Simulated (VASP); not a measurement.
# Ta2C (I4/mcm) in VASP: a series of runs

Ta2C is run at these levels: PBEsol; tasks: relaxation of cell and atoms.

Everything below comes from runs of VASP 6.6.1. Logs are shortened: lines on timing, memory, paths and dates and some standing lists are left out, and cuts for length are marked.

### Step 1. The cell of the first run

Symmetry: I4/mcm, No. 140, tetragonal system. Conventional cell: a = 5.478 Å, b = 5.478 Å, c = 5.084 Å, α = 90.00°, β = 90.00°, γ = 90.00°. Within 3.2 Å of Ta (site symmetry m2m) lie 4 C at 2.39 Å and 11 Ta at 2.71 to 3.18 Å. Within 3.2 Å of C (site symmetry 422) lie 8 Ta at 2.39 Å and 2 C at 2.54 Å.

### Step 2. Relaxation of cell and atoms, PBEsol

Contents of INCAR:

```
SYSTEM = Ta2C
PREC     = Accurate       ! precision mode
ENCUT    = 600            ! plane-wave cutoff, eV
EDIFF    = 1E-6           ! SCF threshold, eV
ISMEAR   = 0              ! smearing method
SIGMA    = 0.1            ! smearing width, eV
LREAL    = .FALSE.        ! projectors in reciprocal space
LASPH    = .TRUE.         ! aspherical terms in the spheres
NELM     = 60             ! most SCF steps
ALGO     = Normal         ! electronic algorithm
ISIF     = 3              ! what is computed and relaxed
LWAVE    = .FALSE.        ! write WAVECAR
LCHARG   = .FALSE.        ! write CHGCAR
GGA      = PS             ! functional
IBRION   = 2              ! ionic algorithm
NSW      = 80             ! ionic steps
EDIFFG   = -0.01          ! ionic threshold
```

Contents of KPOINTS:

```
regular mesh
0
G
  10 10 10
  0 0 0
```

Contents of POSCAR:

```
Ta2C
1.0
   -2.7390568168      2.7390568168      2.5418828649
    2.7390568168     -2.7390568168      2.5418828649
    2.7390568168      2.7390568168     -2.5418828649
Ta C
4 2
Direct
    0.6750666020      0.8249333980      0.5000000000
    0.8249333980      0.3249333980      0.1498667959
    0.3249333980      0.1750666020      0.5000000000
    0.1750666020      0.6750666020      0.8501332041
    0.2500000000      0.2500000000      0.0000000000
    0.7500000000      0.7500000000      0.0000000000
```

Potentials or basis: VASP PAW PBE potentials, release 64 (Ta_pv, C).

On the command line:

```bash
cat potpaw_PBE.64/Ta_pv/POTCAR potpaw_PBE.64/C/POTCAR > POTCAR
mpirun -np 1 vasp_std > vasp.out
```

OUTCAR:

```text
SYSTEM = Ta2C
   PREC = Accurate
   ENCUT = 600
   EDIFF = 1E-6
   ISMEAR = 0
   LREAL = .FALSE.
   LASPH = .TRUE.
   NELM = 60
   ISIF = 3
   GGA = PS
   IBRION = 2
   NSW = 80
   EDIFFG = -0.01

 ion  position               nearest neighbor table
   1  0.675  0.825  0.500-   5 2.39   6 2.39   6 2.39   5 2.39   3 2.71   3 2.79   3 2.79   2 2.86
                             4 2.86   2 2.86   4 2.86   4 3.18   2 3.18   2 3.18   4 3.18
   2  0.825  0.325  0.150-   5 2.39   6 2.39   6 2.39   5 2.39   4 2.71   4 2.79   4 2.79   3 2.86
                             1 2.86   1 2.86   3 2.86   3 3.18   1 3.18   3 3.18   1 3.18
   3  0.325  0.175  0.500-   6 2.39   5 2.39   5 2.39   6 2.39   1 2.71   1 2.79   1 2.79   2 2.86
                             4 2.86   2 2.86   4 2.86   4 3.18   2 3.18   4 3.18   2 3.18
   4  0.175  0.675  0.850-   5 2.39   6 2.39   6 2.39   5 2.39   2 2.71   2 2.79   2 2.79   1 2.86
                             3 2.86   3 2.86   1 2.86   1 3.18   3 3.18   3 3.18   1 3.18
   5  0.250  0.250  0.000-   2 2.39   4 2.39   3 2.39   1 2.39   3 2.39   1 2.39   4 2.39   2 2.39

   6  0.750  0.750  0.000-   2 2.39   4 2.39   3 2.39   1 2.39   1 2.39   3 2.39   2 2.39   4 2.39

  LATTYP: Found a body centered tetragonal cell.
 ALAT       =     5.4781136336
 C/A-ratio  =     0.9280139241

  Lattice vectors:

 A1 = (  -2.7390568168,   2.7390568168,   2.5418828649)
 A2 = (   2.7390568168,  -2.7390568168,   2.5418828649)
 A3 = (   2.7390568168,   2.7390568168,  -2.5418828649)

Analysis of symmetry for initial positions (statically):
=====================================================================
 Subroutine PRICEL returns:
 Original cell was already a primitive cell.

 Routine SETGRP: Setting up the symmetry group for a
 body centered tetragonal supercell.

 Subroutine GETGRP returns: Found 16 space group operations
 (whereof  8 operations were pure point group operations)
 out of a pool of 16 trial point group operations.

The static configuration has the point symmetry C_4h.
 The point group associated with its full space group is D_4h.

Analysis of symmetry for dynamics (positions and initial velocities):
=====================================================================
 Subroutine PRICEL returns:
 Original cell was already a primitive cell.

 Routine SETGRP: Setting up the symmetry group for a
 body centered tetragonal supercell.

 Subroutine GETGRP returns: Found 16 space group operations
 (whereof  8 operations were pure point group operations)
 out of a pool of 16 trial point group operations.

The dynamic configuration has the point symmetry C_4h.
 The point group associated with its full space group is D_4h.

 Subroutine INISYM returns: Found 16 space group operations
 (whereof  8 operations are pure point group operations),
 and found     1 'primitive' translations

----------------------------------------------------------------------------------------

                                     Primitive cell

  volume of cell :      76.2812

  direct lattice vectors                    reciprocal lattice vectors
    -2.739056817  2.739056817  2.541882865     0.000000000  0.182544589  0.196704579
     2.739056817 -2.739056817  2.541882865     0.182544589  0.000000000  0.196704579
     2.739056817  2.739056817 -2.541882865     0.182544589  0.182544589  0.000000000

  length of vectors
     4.633145043  4.633145043  4.633145043     0.268356514  0.268356514  0.258157033

  position of ions in fractional coordinates (direct lattice)
     0.675066602  0.824933398  0.500000000
     0.824933398  0.324933398  0.149866796
     0.324933398  0.175066602  0.500000000
     0.175066602  0.675066602  0.850133204
     0.250000000  0.250000000  0.000000000
     0.750000000  0.750000000  0.000000000

  ion indices of the primitive-cell ions
   primitive index   ion index
                 1           1
                 2           2
                 3           3
                 4           4
                 5           5
                 6           6

----------------------------------------------------------------------------------------

 KPOINTS: regular mesh

Automatic generation of k-mesh.
 Grid dimensions read from file:
 generate k-points for:   10   10   10

 Generating k-lattice:

  Cartesian coordinates                     Fractional coordinates (reciprocal lattice)
     0.000000000  0.018254459  0.019670458     0.100000000 -0.000000000  0.000000000
     0.018254459  0.000000000  0.019670458    -0.000000000  0.100000000  0.000000000
     0.018254459  0.018254459  0.000000000     0.000000000  0.000000000  0.100000000

  Length of vectors
     0.026835651  0.026835651  0.025815703

  Shift w.r.t. Gamma in fractional coordinates (k-lattice)
     0.000000000  0.000000000  0.000000000

 Subroutine IBZKPT returns following result:
 ===========================================

 Found    102 irreducible k-points:

 Following reciprocal coordinates:
            Coordinates               Weight
  0.000000  0.000000  0.000000      1.000000
  0.100000  0.000000 -0.000000      8.000000
  0.200000  0.000000 -0.000000      8.000000
  0.300000  0.000000  0.000000      8.000000
  0.400000  0.000000 -0.000000      8.000000
  0.500000  0.000000  0.000000      4.000000
[... 16 lines left out ...]
  0.300000  0.300000  0.000000      8.000000
  0.400000  0.300000  0.000000     16.000000
 [... further k-points ...]
   k-points           NKPTS =    102   k-points in BZ     NKDIM =    102   number of bands    NBANDS=     31
   number of dos      NEDOS =    301   number of ions     NIONS =      6
   total plane-waves  NPLWV =  64000
   dimension x,y,z NGX =    40 NGY =   40 NGZ =   40
   dimension x,y,z NGXF=    80 NGYF=   80 NGZF=   80
   ions per type =               4   2
   NGX,Y,Z   is equivalent  to a cutoff of  14.35, 14.35, 14.35 a.u.
   NGXF,Y,Z  is equivalent  to a cutoff of  28.71, 28.71, 28.71 a.u.
 SYSTEM =  Ta2C
   PREC   = accura    normal or accurate (medium, high low for compatibility)
   ISTART =      0    job   : 0-new  1-cont  2-samecut
   ICHARG =      2    charge: 1-file 2-atom 10-const
   ISPIN  =      1    spin polarized calculation?
   LNONCOLLINEAR =      F non collinear calculations
   LSORBIT =      F    spin-orbit coupling
   LASPH  =      T    aspherical Exc in radial PAW
   ENCUT  =  600.0 eV  44.10 Ry    6.64 a.u.   9.25  9.25  9.25*2*pi/ulx,y,z
   NELM   =     60;   NELMIN=  2; NELMDL= -5     # of ELM steps
   EDIFF  = 0.1E-05   stopping-criterion for ELM
   LREAL  =      F    real-space projection
   EDIFFG = -.1E-01   stopping-criterion for IOM
   NSW    =     80    number of steps for IOM
   IBRION =      2    ionic relax: 0-MD 1-quasi-New 2-CG
   NFREE  =      1    steps in history (QN), initial steepest desc. (CG)
   ISIF   =      3    stress and relaxation
   ISYM   =      2    0-nonsym 1-usesym 2-fastsym
   POTIM  = 0.5000    time-step for ionic-motion
   TEBEG  =    0.0;   TEEND  =   0.0 temperature during run
   PSTRESS=    0.0 pullay stress
   NELECT =      52.0000    total number of electrons
   NUPDOWN=      -1.0000    fix difference up-down
   EMIN   =  10.00;   EMAX   =-10.00  energy-range for DOS
   EFERMI =   0.00;   METHOD = LEGACY
   ISMEAR =     0;   SIGMA  =   0.10  broadening in eV -4-tet -1-fermi 0-gaus
   EFERMI_NEDOS =   21; number of points for ismear=-14 and -15
   IALGO  =     38    algorithm
   IMIX   =      4    mixing-type and parameters
     AMIX     =   0.40;   BMIX     =  1.00
     AMIX_MAG =   1.60;   BMIX_MAG =  1.00
  volume/ion in A,a.u.               =      12.71        85.80
  Fermi-wavevector in a.u.,A,eV,Ry     =   1.440799  2.722715 28.244360  2.075902
  Thomas-Fermi vector in A             =   2.559503
   LORBIT       =      0    0 simple, 1 ext, 2 COOP (PROOUT), +10 PAW based schemes
   GGA     = PS    functional components
   LHFCALC =     F    Hartree Fock is set to
   AEXX    =    0.0000 exact exchange contribution
   IVDW    =     0    specifies the selected vdW correction
   LEPSILON=     F    determine dielectric tensor
   LRPA    =     F    only Hartree local field effects (RPA)
 conjugate gradient relaxation of ions
 non-spin polarized calculation
 Gauss-broadening in eV      SIGMA  =   0.10
  energy-cutoff  :      600.00
  volume of cell :       76.28
 maximum number of plane-waves:      2566
 NGX is ok and might be reduce to    40

--------------------------------------- Ionic step        1  -------------------------------------------

 number of electron      52.0000008 magnetization

 Free energy of the ion-electron system (eV)
  ---------------------------------------------------
  ext. energy  EPLUGINS =         0.00000000
  ---------------------------------------------------
  free energy    TOTEN  =       -70.63026067 eV

  energy without entropy =      -70.61696804  energy(sigma->0) =      -70.62361436

------------------------ aborting loop because EDIFF is reached ----------------------------------------

  FORCE on cell =-STRESS in cart. coord.  units (eV):
  Direction    XX          YY          ZZ          XY          YZ          ZX
  --------------------------------------------------------------------------------------
  -------------------------------------------------------------------------------------
  Total        0.4386571      0.4386571     -0.0259538      0.0000000     -0.0000000      0.0000000
  in kB        9.2133616      9.2133616     -0.5451215      0.0000000     -0.0000000      0.0000000
  external PRESSURE =       5.9605339 kB  Pullay stress =       0.0000000 kB
[... 225 lines left out ...]
  energy  without entropy=      -70.6174185010  energy(sigma->0) =      -70.62431903

--------------------------------------- Ionic step        7  -------------------------------------------

 number of electron      52.0000008 magnetization

 Free energy of the ion-electron system (eV)
  ---------------------------------------------------
  ext. energy  EPLUGINS =         0.00000000
  ---------------------------------------------------
  free energy    TOTEN  =       -70.63126801 eV

  energy without entropy =      -70.61749107  energy(sigma->0) =      -70.62437954

 E-fermi :   7.4141     XC(G=0): -13.3667

 val. band max:        7.4057172269   @ k =  -0.3000   0.3000   0.2000
 cond. band min:       7.4155857642   @ k =  -0.3000  -0.4000   0.3000
 fundamental gap:      0.0098685373
 Fermi energy:         7.4141174591

 k-point     1 :       0.0000    0.0000    0.0000
  band No.  band energies     occupation
      1     -27.3971      2.00000
      2     -27.2621      2.00000
      3     -27.2621      2.00000
      4     -27.1821      2.00000
      5     -27.1821      2.00000
      6     -27.1249      2.00000
[... 805 lines left out ...]
     30       9.4998      0.00000
     31      10.2704      0.00000

 [... further k-points ...]

------------------------ aborting loop because EDIFF is reached ----------------------------------------

  FORCE on cell =-STRESS in cart. coord.  units (eV):
  Direction    XX          YY          ZZ          XY          YZ          ZX
  --------------------------------------------------------------------------------------
  -------------------------------------------------------------------------------------
  Total       -0.0145394     -0.0145394      0.0036895      0.0000000     -0.0000000      0.0000000
  in kB       -0.3048218     -0.3048218      0.0773519      0.0000000     -0.0000000      0.0000000
  external PRESSURE =      -0.1774306 kB  Pullay stress =       0.0000000 kB
[... 21 lines left out ...]
  FREE ENERGIE OF THE ION-ELECTRON SYSTEM (eV)
  ---------------------------------------------------
  free  energy   TOTEN  =       -70.6312680050 eV

  energy  without entropy=      -70.6174910680  energy(sigma->0) =      -70.62437954

 reached required accuracy - stopping structural energy minimisation
```

Wall time 14 min (1 thread of AMD EPYC 7R13 (Zen 3), shared host); peak memory 0.38 GiB.

Results:

```
Free energy                           : -70.6313 eV
Relaxed volume                        : 12.74 Å³/atom
Relaxed cell                          : a = 4.637 Å, b = 4.637 Å, c = 4.637 Å, α = 107.40°, β = 107.40°, γ = 113.70°
Space group after relaxing (to 0.1 Å) : I4/mcm (No. 140)
Energy gained by relaxing             : 0.2 meV/atom
Ionic steps                           : 7
Pressure after relaxing               : 0.0 GPa
Largest force after relaxing          : 0.006 eV/Å
Band gap on the k mesh                : zero (bands 26 and 27 overlap by 0.84 eV)
```

Forces in eV/Å, atoms in the order of the input:
```
Ta   0.004 -0.004  0.000
Ta   0.004  0.004  0.000
Ta  -0.004  0.004  0.000
Ta  -0.004 -0.004  0.000
C    0.000  0.000  0.000
C    0.000  0.000  0.000
```

The path:
| step | energy change (eV) | largest force (eV/Å) | pressure (GPa) | volume (Å³) |
| --- | --- | --- | --- | --- |
| 1 | 0.0000 | 0.0195 | 0.60 | 76.28 |
| 2 | 0.0008 | 0.0130 | -1.44 | 76.80 |
| 3 | -0.0006 | 0.0171 | -0.22 | 76.49 |
| 4 | -0.0010 | 0.0193 | -0.01 | 76.42 |
| 5 | -0.0010 | 0.0196 | 0.04 | 76.41 |
| 6 | -0.0010 | 0.0196 | 0.02 | 76.41 |
| 7 | -0.0010 | 0.0061 | -0.02 | 76.42 |

Final structure:
```
Ta C
1.0
    -2.74495    2.74495    2.53561
     2.74495   -2.74495    2.53561
     2.74495    2.74495   -2.53561
Ta C
4 2
Cartesian
  1.7856 0.9594 2.5356
  -0.9594 1.7856 2.5356
  0.9594 1.7856 0.0000
  3.7044 0.9594 0.0000
  2.7450 2.7450 -1.2678
  2.7450 2.7450 1.2678
```

Levels at points of the mesh, in eV from the Fermi level:
```tsv
k point	band 23	band 24	band 25	band 26	band 27	band 28	band 29	band 30
(0.00, 0.00, 0.00)	-2.54	-1.41	-1.39	-0.31	1.33	1.53	2.78	2.78
(0.50, 0.00, 0.00)	-2.19	-2.19	-0.94	-0.94	0.89	0.89	2.91	2.91
(0.50, 0.50, 0.00)	-2.41	-1.56	-1.16	0.29	1.25	1.25	1.60	1.66
(0.50, 0.50, 0.50)	-0.97	-0.76	-0.76	-0.44	-0.24	-0.07	0.24	0.24
```

Caveat: the PAW data sets were made with another functional, which shifts forces and pressure a little; spin-orbit coupling is left out, which moves the levels of the heavy elements.

### Step 3. Relaxation of cell and atoms, PBEsol

This run uses another cell than the first one: it holds 12 atoms, not 6.

Contents of INCAR:

```
PREC     = Accurate       # precision mode
ENCUT    = 600            # plane-wave cutoff, eV
EDIFF    = 1E-6           # SCF threshold, eV
ISMEAR   = 0              # smearing method
SIGMA    = 0.1            # smearing width, eV
LREAL    = F              # projectors in reciprocal space
LASPH    = T              # aspherical terms in the spheres
NELM     = 100            # most SCF steps
ALGO     = Fast           # electronic algorithm
ISIF     = 3              # what is computed and relaxed
LWAVE    = F              # write WAVECAR
LCHARG   = F              # write CHGCAR
GGA      = PS             # functional
IBRION   = 2              # ionic algorithm
NSW      = 80             # ionic steps
EDIFFG   = -0.015         # ionic threshold
```

Contents of KPOINTS:

```
Automatic mesh
0
Gamma
  8 6 6
```

Contents of POSCAR:

```
Ta2C
1.0
    0.0000000000      0.0000000000      5.0696855351
    5.4851192140      0.0000000000      0.0000000000
    0.0000000000      5.4851192140      0.0000000000
Ta C
8 4
Direct
    0.5000000000      0.3252459447      0.1747540553
    0.0000000000      0.8252459447      0.6747540553
    0.5000000000      0.8252459447      0.3252459447
    0.0000000000      0.3252459447      0.8252459447
    0.0000000000      0.1747540553      0.3252459447
    0.5000000000      0.6747540553      0.8252459447
    0.0000000000      0.6747540553      0.1747540553
    0.5000000000      0.1747540553      0.6747540553
    0.7500000000      0.5000000000      0.5000000000
    0.2500000000      0.0000000000      0.0000000000
    0.2500000000      0.5000000000      0.5000000000
    0.7500000000      0.0000000000      0.0000000000
```

Potentials or basis: VASP PAW PBE potentials, release 64 (Ta_pv, C).

On the command line:

```bash
cat potpaw_PBE.64/Ta_pv/POTCAR potpaw_PBE.64/C/POTCAR > POTCAR
mpirun -np 1 vasp_std > vasp.out
```

It took 48 min on 1 thread of Oxide Virtual Turin-like, shared host; peak memory 0.56 GiB.

The run converged. Its results:

- Free energy: -141.2460 eV
- Relaxed volume: 12.74 Å³/atom
- Relaxed cell: a = 5.072 Å, b = 5.491 Å, c = 5.491 Å, α = 90.00°, β = 90.00°, γ = 90.00°
- Space group after relaxing (to 0.1 Å): I4/mcm (No. 140)
- Energy gained by relaxing: 0.1 meV/atom
- Ionic steps: 4
- Pressure after relaxing: 0.0 GPa
- Band gap on the k mesh: zero (bands 52 and 53 overlap by 0.70 eV)

Step by step:
```csv
step,energy change (eV),largest force (eV/Å),pressure (GPa),volume (Å³)
1,0.0000,0.0223,0.70,152.53
2,0.0035,0.0082,-1.64,153.76
3,-0.0009,0.0186,-0.03,152.91
4,-0.0010,0.0017,0.00,152.90
```

Final structure:
```xyz
12
Lattice="0.0000 0.0000 5.0716 5.4908 0.0000 0.0000 0.0000 5.4908 0.0000" Properties=species:S:1:pos:R:3 pbc="T T T"
Ta    1.7850    0.9603    2.5358
Ta    4.5304    3.7057    0.0000
Ta    4.5304    1.7850    2.5358
Ta    1.7850    4.5304    5.0716
Ta    0.9603    1.7850    0.0000
Ta    3.7057    4.5304    2.5358
Ta    3.7057    0.9603    0.0000
Ta    0.9603    3.7057    2.5358
C     2.7454    2.7454    3.8037
C     0.0000    5.4908    1.2679
C     2.7454    2.7454    1.2679
C     0.0000    5.4908    3.8037
```

Levels at points of the mesh, in eV from the Fermi level:
| k point | band 48 | band 49 | band 50 | band 51 | band 52 | band 53 | band 54 | band 55 | band 56 | band 57 |
| --- | --- | --- | --- | --- | --- | --- | --- | --- | --- | --- |
| (0.00, 0.00, 0.00) | -0.96 | -0.76 | -0.76 | -0.44 | -0.32 | -0.23 | -0.07 | 0.24 | 0.24 | 1.34 |
| (0.50, 0.00, 0.00) | -2.13 | -0.69 | -0.69 | 0.16 | 0.16 | 0.59 | 0.59 | 0.76 | 0.76 | 0.76 |
| (0.00, 0.50, 0.00) | -2.05 | -0.44 | -0.44 | 0.10 | 0.10 | 0.46 | 0.46 | 0.59 | 0.59 | 1.59 |
| (0.50, 0.50, 0.00) | -2.19 | -0.94 | -0.94 | -0.94 | -0.94 | 0.89 | 0.89 | 0.89 | 0.89 | 2.92 |
| (0.00, 0.50, 0.50) | -1.56 | -1.16 | -1.16 | 0.29 | 0.29 | 1.24 | 1.24 | 1.25 | 1.25 | 1.60 |
| (0.50, 0.50, 0.50) | -2.19 | -1.48 | -1.48 | -1.48 | -1.48 | -0.12 | -0.12 | -0.12 | -0.12 | 2.53 |

Caveat: the PAW data sets were made with another functional, which shifts forces and pressure a little; spin-orbit coupling is left out, which moves the levels of the heavy elements.
